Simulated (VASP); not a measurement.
Here is a VASP 6.6.1 calculation.

File INCAR:

```
PREC = Accurate
ENCUT = 520
EDIFF = 1E-6
ISMEAR = 0
SIGMA = 0.1
LREAL = False
LASPH = True
NELM = 150
ALGO = Fast
ISIF = 2
LWAVE = False
LCHARG = False
ISPIN = 2
MAGMOM = 1 1 1 1 0
LORBIT = 11
LMAXMIX = 4
GGA = PE
NBANDS = 37
```

The input KPOINTS:

```
regular mesh
0
Gamma
  4 4 4
```

POSCAR

```
Sc4Te
1.0
   -3.3098529537      3.3098529537      3.3098529537
    3.3098529537     -3.3098529537      3.3098529537
    3.3098529537      3.3098529537     -3.3098529537
Sc Te
4 1
Direct
    0.0000000000      0.0000000000      0.5000000000
    0.5000000000      0.0000000000      0.0000000000
    0.0000000000      0.5000000000      0.0000000000
    0.5000000000      0.5000000000      0.5000000000
    0.0000000000      0.0000000000      0.0000000000
```

Potentials or basis: VASP PAW PBE potentials, release 64 (Sc_sv, Te).

Command:

```console
$ cat potpaw_PBE.64/Sc_sv/POTCAR potpaw_PBE.64/Te/POTCAR > POTCAR
$ mpirun -np 1 vasp_std > vasp.out
```

(1) Predict the site moments.

(2) Estimate the pressure.

Results:

(1) Sc +0.69; Te +0.00 μB.

(2) 0.1 GPa.
